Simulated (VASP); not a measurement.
Runs of VASP 6.6.1 on BeH4. The structure is that of space group Im-3m (No. 229), or close to it. The cells are those of the table. 

| task | cell | k mesh | cutoff (eV) | gap on the mesh (eV) | pressure (GPa) | largest force (eV/Å) |
| --- | --- | --- | --- | --- | --- | --- |
| single point | a = 3.168 Å, angles 109.5°, 5 atoms | 14 × 14 × 14 | 520 | none | -0.2 | - |
| relaxation of cell and atoms | relaxed from a = 3.859 Å, angles 109.5°, 5 atoms | 6 × 6 × 6 | 600 | none | 1.3 | 0.01 |
| single point | a = 3.168 Å, angles 109.5°, 5 atoms | 6 × 6 × 6 | 520 | none | 0.0 | 0.01 |
| relaxation of cell and atoms | relaxed from a = 3.168 Å, angles 109.5°, 5 atoms | 14 × 14 × 14 | 600 | none | 0.0 | - |
| single point | a = 3.859 Å, angles 109.5°, 5 atoms | 6 × 6 × 6 | 520 | none | (a) | 0.01 |

Alike in all rows: level PBE; potentials or basis VASP PAW PBE potentials, release 64 (Be, H); no spin polarisation; smearing gaussian 0.1 eV.

**Question.** Estimate the missing entries.

**Answer.** (a) -19.1.

Caveats: some runs use coarse meshes; the relaxation stopped at its first step, so nothing moved (some runs).

A gap of «none» marks levels without a gap at the run's occupations.
